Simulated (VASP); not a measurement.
# HfC (R3m) in VASP: electric field gradients with PBE

Aim: the electric field gradients of HfC with PBE.

All numbers are computed with VASP 6.6.1; they aren't measurements. Logs are shortened: lines on timing, memory, paths and dates and some standing lists are left out, and cuts for length are marked.

**1. The cell of the first run**

Symmetry: R3m, No. 160, trigonal system. The conventional cell has a = 3.288 Å, b = 3.288 Å, c = 8.054 Å, α = 90.00°, β = 90.00°, γ = 120.00°. Within 2.9 Å of Hf (site symmetry 3m) lie 6 C at 2.22 to 2.45 Å. Within 2.9 Å of C (site symmetry 3m) lie 6 Hf at 2.22 to 2.45 Å.

**2. Electric field gradients, PBE (atom 1 (Hf) moved by [0.11547, 0.11547, 0.11547] A)**

Contents of INCAR:

```
ALGO = Normal ; EDIFF = 1E-8
ENCUT = 520 ; GGA = PE
ISIF = 2 ; ISMEAR = -1
LASPH = T ; LCHARG = F
LEFG = T ; LREAL = F
LWAVE = F ; NBANDS = 14
NELM = 80 ; PREC = Accurate
SIGMA = 0.05
```

Contents of KPOINTS:

```
k-points
0
Gamma
  15 15 15
```

Contents of POSCAR:

```
HfC
1.0
    0.0000000000      2.3250000000      2.3250000000
    2.3250000000      0.0000000000      2.3250000000
    2.3250000000      2.3250000000      0.0000000000
Hf C
1 1
Direct
    0.5248322581      0.5248322581      0.5248322581
    0.0000000000      0.0000000000      0.0000000000
```

Potentials or basis: VASP PAW PBE potentials, release 64 (Hf_pv, C).

Launch:

```bash
$ cat potpaw_PBE.64/Hf_pv/POTCAR potpaw_PBE.64/C/POTCAR > POTCAR
$ mpirun -np 1 vasp_std > vasp.out
```

OUTCAR:

```text
EDIFF = 1E-8
   ENCUT = 520
   GGA = PE
   ISIF = 2
   ISMEAR = -1
   LASPH = T
   LREAL = F
   NELM = 80
   PREC = Accurate

 ion  position               nearest neighbor table
   1  0.525  0.525  0.525-   2 2.22   2 2.22   2 2.22   2 2.45   2 2.45   2 2.45
   2  0.000  0.000  0.000-   1 2.22   1 2.22   1 2.22   1 2.45   1 2.45   1 2.45

  LATTYP: Found a face centered cubic cell.
 ALAT       =     4.6500000000

  Lattice vectors:

 A1 = (   0.0000000000,   2.3250000000,   2.3250000000)
 A2 = (   2.3250000000,   0.0000000000,   2.3250000000)
 A3 = (   2.3250000000,   2.3250000000,   0.0000000000)

Analysis of symmetry for initial positions (statically):
=====================================================================
 Subroutine PRICEL returns:
 Original cell was already a primitive cell.

 Routine SETGRP: Setting up the symmetry group for a
 face centered cubic supercell.

 Subroutine GETGRP returns: Found  6 space group operations
 (whereof  6 operations were pure point group operations)
 out of a pool of 48 trial point group operations.

The static configuration has the point symmetry C_3v.

Analysis of symmetry for dynamics (positions and initial velocities):
=====================================================================
 Subroutine PRICEL returns:
 Original cell was already a primitive cell.

 Routine SETGRP: Setting up the symmetry group for a
 face centered cubic supercell.

 Subroutine GETGRP returns: Found  6 space group operations
 (whereof  6 operations were pure point group operations)
 out of a pool of 48 trial point group operations.

The dynamic configuration has the point symmetry C_3v.

 Subroutine INISYM returns: Found  6 space group operations
 (whereof  6 operations are pure point group operations),
 and found     1 'primitive' translations

----------------------------------------------------------------------------------------

                                     Primitive cell

  volume of cell :      25.1362

  direct lattice vectors                    reciprocal lattice vectors
     0.000000000  2.325000000  2.325000000    -0.215053763  0.215053763  0.215053763
     2.325000000  0.000000000  2.325000000     0.215053763 -0.215053763  0.215053763
     2.325000000  2.325000000  0.000000000     0.215053763  0.215053763 -0.215053763

  length of vectors
     3.288046533  3.288046533  3.288046533     0.372484045  0.372484045  0.372484045

  position of ions in fractional coordinates (direct lattice)
     0.524832258  0.524832258  0.524832258
     0.000000000  0.000000000  0.000000000

  ion indices of the primitive-cell ions
   primitive index   ion index
                 1           1
                 2           2

----------------------------------------------------------------------------------------

 KPOINTS: k-points

Automatic generation of k-mesh.
 Grid dimensions read from file:
 generate k-points for:   15   15   15

 Generating k-lattice:

  Cartesian coordinates                     Fractional coordinates (reciprocal lattice)
    -0.014336918  0.014336918  0.014336918     0.066666667  0.000000000  0.000000000
     0.014336918 -0.014336918  0.014336918     0.000000000  0.066666667  0.000000000
     0.014336918  0.014336918 -0.014336918     0.000000000  0.000000000  0.066666667

  Length of vectors
     0.024832270  0.024832270  0.024832270

  Shift w.r.t. Gamma in fractional coordinates (k-lattice)
     0.000000000  0.000000000  0.000000000

 Subroutine IBZKPT returns following result:
 ===========================================

 Found    344 irreducible k-points:

 Following reciprocal coordinates:
            Coordinates               Weight
  0.000000  0.000000  0.000000      1.000000
  0.066667  0.000000  0.000000      6.000000
  0.066667  0.066667  0.066667      2.000000
  0.133333  0.000000  0.000000      6.000000
  0.133333  0.133333  0.133333      2.000000
  0.200000  0.000000  0.000000      6.000000
[... 16 lines left out ...]
  0.266667  0.066667  0.000000     12.000000
  0.066667  0.066667 -0.200000      6.000000
 [... further k-points ...]
   k-points           NKPTS =    344   k-points in BZ     NKDIM =    344   number of bands    NBANDS=     14
   number of dos      NEDOS =    301   number of ions     NIONS =      2
   total plane-waves  NPLWV =  13824
   dimension x,y,z NGX =    24 NGY =   24 NGZ =   24
   dimension x,y,z NGXF=    48 NGYF=   48 NGZF=   48
   ions per type =               1   1
   NGX,Y,Z   is equivalent  to a cutoff of  12.13, 12.13, 12.13 a.u.
   NGXF,Y,Z  is equivalent  to a cutoff of  24.27, 24.27, 24.27 a.u.
 SYSTEM =  unknown system
   PREC   = accura    normal or accurate (medium, high low for compatibility)
   ISTART =      0    job   : 0-new  1-cont  2-samecut
   ICHARG =      2    charge: 1-file 2-atom 10-const
   ISPIN  =      1    spin polarized calculation?
   LNONCOLLINEAR =      F non collinear calculations
   LSORBIT =      F    spin-orbit coupling
   LASPH  =      T    aspherical Exc in radial PAW
   ENCUT  =  520.0 eV  38.22 Ry    6.18 a.u.   6.11  6.11  6.11*2*pi/ulx,y,z
   NELM   =     80;   NELMIN=  2; NELMDL= -5     # of ELM steps
   EDIFF  = 0.1E-07   stopping-criterion for ELM
   LREAL  =      F    real-space projection
   EDIFFG = 0.1E-06   stopping-criterion for IOM
   NSW    =      0    number of steps for IOM
   IBRION =     -1    ionic relax: 0-MD 1-quasi-New 2-CG
   NFREE  =      0    steps in history (QN), initial steepest desc. (CG)
   ISIF   =      2    stress and relaxation
   ISYM   =      2    0-nonsym 1-usesym 2-fastsym
   POTIM  = 0.5000    time-step for ionic-motion
   TEBEG  =    0.0;   TEEND  =   0.0 temperature during run
   PSTRESS=    0.0 pullay stress
   NELECT =      14.0000    total number of electrons
   NUPDOWN=      -1.0000    fix difference up-down
   EMIN   =  10.00;   EMAX   =-10.00  energy-range for DOS
   EFERMI =   0.00;   METHOD = LEGACY
   ISMEAR =    -1;   SIGMA  =   0.05  broadening in eV -4-tet -1-fermi 0-gaus
   EFERMI_NEDOS =   21; number of points for ismear=-14 and -15
   IALGO  =     38    algorithm
   IMIX   =      4    mixing-type and parameters
     AMIX     =   0.40;   BMIX     =  1.00
     AMIX_MAG =   1.60;   BMIX_MAG =  1.00
  volume/ion in A,a.u.               =      12.57        84.81
  Fermi-wavevector in a.u.,A,eV,Ry     =   1.346949  2.545365 24.684672  1.814272
  Thomas-Fermi vector in A             =   2.474740
   LORBIT       =      0    0 simple, 1 ext, 2 COOP (PROOUT), +10 PAW based schemes
   GGA     = PE    functional components
   LHFCALC =     F    Hartree Fock is set to
   AEXX    =    0.0000 exact exchange contribution
   IVDW    =     0    specifies the selected vdW correction
   LEPSILON=     F    determine dielectric tensor
   LRPA    =     F    only Hartree local field effects (RPA)
 non-spin polarized calculation
  energy-cutoff  :      520.00
  volume of cell :       25.14
 maximum number of plane-waves:       688
   NGX = 13   NGY = 13   NGZ = 13

 number of electron      14.0000000 magnetization

 Free energy of the ion-electron system (eV)
  ---------------------------------------------------
  ext. energy  EPLUGINS =         0.00000000
  ---------------------------------------------------
  free energy    TOTEN  =       -20.90968292 eV

  energy without entropy =      -20.90881158  energy(sigma->0) =      -20.90924725

 E-fermi :   6.1633     XC(G=0): -12.2676

 val. band max:        6.1542207643   @ k =   0.0000   0.0000   0.0000
 cond. band min:       6.2289001361   @ k =   0.0667   0.0000   0.0000
 fundamental gap:      0.0746793718
 Fermi energy:         6.1632740844

 k-point     1 :       0.0000    0.0000    0.0000
  band No.  band energies     occupation
      1     -23.6238      2.00000
      2     -23.6142      2.00000
      3     -23.6142      2.00000
      4      -6.3267      2.00000
      5       5.8351      1.99718
      6       6.1542      1.09029
      7       6.1542      1.09029
      8       7.6971      0.00000
      9       7.6971      0.00000
     10       8.7165      0.00000
     11       9.9698      0.00000
     12       9.9698      0.00000
     13      12.6905      0.00000
     14      16.8716      0.00000
[... 375 lines left out ...]
 k-point    24 :       0.0667    0.0667   -0.2000
  band No.  band energies     occupation
      1     -23.9599      2.00000
      2     -23.6689      2.00000
      3     -23.6595      2.00000
      4      -4.8962      2.00000
      5       2.7105      2.00000
      6       4.2721      2.00000
      7       4.4520      2.00000
      8       8.1462      0.00000
      9       9.2451      0.00000
     10       9.2944      0.00000
     11      13.0511      0.00000
     12      14.0056      0.00000
     13      15.3954      0.00000
     14      19.7227      0.00000

 [... further k-points ...]
[... 5 lines left out ...]
  --------------------------------------------------------------------------------------
  -------------------------------------------------------------------------------------
  Total        0.4720036      0.4720036      0.4720036     -0.2110147     -0.2110147     -0.2110147
  in kB       30.0854862     30.0854862     30.0854862    -13.4500652    -13.4500652    -13.4500652
  external PRESSURE =      30.0854862 kB  Pullay stress =       0.0000000 kB

 VOLUME and BASIS-vectors are now :
 -----------------------------------------------------------------------------
  energy-cutoff  :      520.00
  volume of cell :       25.14
      direct lattice vectors                 reciprocal lattice vectors
     0.000000000  2.325000000  2.325000000    -0.215053763  0.215053763  0.215053763
     2.325000000  0.000000000  2.325000000     0.215053763 -0.215053763  0.215053763
     2.325000000  2.325000000  0.000000000     0.215053763  0.215053763 -0.215053763

 POSITION                                       TOTAL-FORCE (eV/Angst)
 -----------------------------------------------------------------------------------
      2.44047      2.44047      2.44047        -0.752569     -0.752569     -0.752569
      0.00000      0.00000      0.00000         0.752569      0.752569      0.752569
 -----------------------------------------------------------------------------------
    total drift:                                0.000001      0.000001      0.000001

  FREE ENERGIE OF THE ION-ELECTRON SYSTEM (eV)
  ---------------------------------------------------
  free  energy   TOTEN  =       -20.9096829175 eV

  energy  without entropy=      -20.9088115759  energy(sigma->0) =      -20.90924725

 Electric field gradients (V/A^2)
---------------------------------------------------------------------
 ion       V_xx      V_yy      V_zz      V_xy      V_xz      V_yz
---------------------------------------------------------------------
   1      -0.000     0.000     0.000    27.217    27.217    27.217
   2       0.000     0.000    -0.000     2.912     2.912     2.912
---------------------------------------------------------------------

 Electric field gradients after diagonalization (V/A^2)
 (convention: |V_zz| > |V_xx| > |V_yy|)
----------------------------------------------------------------------
 ion       V_xx      V_yy      V_zz     asymmetry (V_yy - V_xx)/ V_zz
----------------------------------------------------------------------
   1     -27.217   -27.217    54.433       0.000
   2      -2.912    -2.912     5.824       0.000
----------------------------------------------------------------------

           NMR quadrupolar parameters

 Cq : quadrupolar parameter    Cq=e*Q*V_zz/h
 eta: asymmetry parameters     (V_yy - V_xx)/ V_zz
 Q  : nuclear electric quadrupole moment in mb (millibarn)
----------------------------------------------------------------------
 ion       Cq(MHz)       eta       Q (mb)
----------------------------------------------------------------------
   1       0.132       0.000       1.000
   2       0.014       0.000       1.000
----------------------------------------------------------------------
```

It took 3.1 min on 1 thread of AMD EPYC 7R13, shared host; peak memory 0.21 GiB.

Results:

```yaml
Free_energy: -20.9097 eV
Pressure: 3.0 GPa
Largest_force: 1.303 eV/Å
Band_gap_on_the_k_mesh: zero (filled and empty bands touch)
```

Forces in eV/Å, atoms in the order of the input:
```
Hf  -0.753 -0.753 -0.753
C    0.753  0.753  0.753
```

Stress tensor (GPa, compression positive):
```
 3.01 -1.35 -1.35
-1.35  3.01 -1.35
-1.35 -1.35  3.01
```

Electric field gradients, principal values (V/Å²):
```tsv
atom	least	middle	greatest (by size)
1 Hf	-27.217	-27.217	54.433
2 C	-2.912	-2.912	5.824
```

Caveat: the cell differs from its parent crystal (atom 1 (Hf) moved by [0.11547, 0.11547, 0.11547] A); without QUAD_EFG the Cq values of the log hold for a quadrupole moment of 1 mb, not for the nuclei; spin-orbit coupling is left out, which moves the levels of the heavy elements; forces of over 1 eV/Å act on the atoms, so gaps and moduli don't describe the material at rest.
